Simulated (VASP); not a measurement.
# Pd: single point with PBE

The system is Pd.

```
Pd
1.0
     0.00000    1.97211    1.97211
     1.97211    0.00000    1.97211
     1.97211    1.97211    0.00000
Pd
1
Direct
  0.00000 0.00000 0.00000
```

```
Program                : VASP 6.6.1
Task                   : single point
Functional             : PBE
Potentials or basis    : VASP PAW PBE potentials, release 64 (Pd)
Cutoff                 : 520 eV
k mesh                 : 12 × 12 × 12
Occupations            : fermi-dirac, width 0.05 eV
Spin                   : no spin polarisation
Dipole correction      : no
Further INCAR settings : ALGO = Normal; EDIFF = 1e-07; NBANDS = 11
```

```
Pressure               : -0.6 GPa
Band gap on the k mesh : zero (band 5 reaches 9.39 eV, above the bottom of band 6 at 7.91 eV)
```

Levels at points of the mesh, in eV from the Fermi level:
| k point | band 2 | band 3 | band 4 | band 5 | band 6 | band 7 | band 8 | band 9 |
| --- | --- | --- | --- | --- | --- | --- | --- | --- |
| (0.00, 0.00, 0.00) | -2.64 | -2.64 | -2.64 | -1.13 | -1.13 | 17.20 | 21.75 | 21.75 |
| (0.50, 0.00, 0.00) | -2.69 | -2.69 | -0.01 | -0.01 | 1.13 | 7.04 | 16.55 | 20.75 |
| (0.50, 0.50, 0.00) | -4.77 | -0.04 | 0.28 | 0.28 | 3.38 | 10.40 | 13.03 | 13.03 |

It took 22 s on 1 thread of AMD EPYC 7R43 64-Core Processor (Zen 3) (shared host), peak memory 0.11 GiB.
